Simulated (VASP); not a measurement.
The system is GaN.

```
Ga N
1.0
     4.72770   -2.72954    5.13848
     0.00000    5.45908    5.13848
    -4.72770   -2.72954    5.13848
Ga N
18 18
Direct
  0.61088 0.27754 0.61088
  0.27754 0.61088 0.61088
  0.94421 0.27754 0.27754
  0.27754 0.27754 0.94421
  0.61088 0.61088 0.27754
  0.94421 0.94421 0.61088
  0.27754 0.94421 0.27754
  0.94421 0.61088 0.94421
  0.61088 0.94421 0.94421
  0.55532 0.55532 0.88865
  0.22199 0.88865 0.88865
  0.88865 0.55532 0.55532
  0.22199 0.55532 0.22199
  0.55532 0.88865 0.55532
  0.88865 0.22199 0.88865
  0.22199 0.22199 0.55532
  0.88865 0.88865 0.22199
  0.55532 0.22199 0.22199
  0.73635 0.40301 0.73635
  0.40301 0.73635 0.73635
  0.06968 0.40301 0.40301
  0.40301 0.40301 0.06968
  0.73635 0.73635 0.40301
  0.06968 0.06968 0.73635
  0.40301 0.06968 0.40301
  0.06968 0.73635 0.06968
  0.73635 0.06968 0.06968
  0.34746 0.34746 0.68079
  0.01412 0.68079 0.68079
  0.68079 0.34746 0.34746
  0.01412 0.34746 0.01412
  0.34746 0.68079 0.34746
  0.68079 0.01412 0.68079
  0.01412 0.01412 0.34746
  0.68079 0.68079 0.01412
  0.34746 0.01412 0.01412
```

Base run:

| Property | Result |
| --- | --- |
| Program | VASP 6.6.1 |
| Functional | PBEsol |
| Potentials or basis | VASP PAW PBE potentials, release 64 (Ga_d, N) |
| Cutoff | 520 eV |
| k mesh | 2 × 2 × 2, shifted |
| Occupations | gaussian, width 0.01 eV |
| Spin | no spin polarisation |

Its results: band gap on the k mesh 3.43 eV; pressure 5.5 GPa.

Problem. The run is repeated on the same cell with these changes: functional from PBEsol to LDA; potentials or basis from VASP PAW PBE potentials, release 64 (Ga_d, N) to VASP PAW LDA potentials, release 64 (Ga_d, N). What comes out?

Solution. Band gap on the k mesh 3.46 eV; pressure 1.1 GPa.

Caveats: the PAW data sets were made with another functional, which shifts forces and pressure a little (some runs).

A k mesh can miss the band edges.
